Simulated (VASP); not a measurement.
Input of a VASP 6.6.1 run:

Contents of INCAR:

```
PREC = Accurate
ENCUT = 520
EDIFF = 1E-7
ISMEAR = -1
SIGMA = 0.01
LREAL = F
LASPH = T
NELM = 80
ALGO = Normal
ISIF = 2
LWAVE = F
LCHARG = T
GGA = CA
LELF = T
LVHAR = T
NBANDS = 11
```

The input KPOINTS:

```
regular mesh
0
Gamma
  11 11 11
```

POSCAR

```
BAs
1.0
    0.0000000000      2.3742760326      2.4819158100
    2.3742760326      0.0000000000      2.4819158100
    2.3742760326      2.3742760326      0.0000000000
B As
1 1
Direct
    0.7500000000      0.7500000000      0.7500000000
    0.0000000000      0.0000000000      0.0000000000
```

Potentials or basis: VASP PAW LDA potentials, release 64 (B, As).

The run is started by

```sh
$ cat potpaw_LDA.64/B/POTCAR potpaw_LDA.64/As/POTCAR > POTCAR
$ mpirun -np 1 vasp_std > vasp.out
```

Problem. Predict the band gap on the k mesh.

Solution. 0.85 eV, indirect (least direct gap 2.99 eV).

Problem. Estimate the pressure.

Solution. -6.5 GPa.

Stress tensor (GPa, compression positive):
```
 -3.27   0.00   0.00
  0.00  -3.27   0.00
  0.00   0.00 -12.82
```

 A k mesh can miss the band edges.
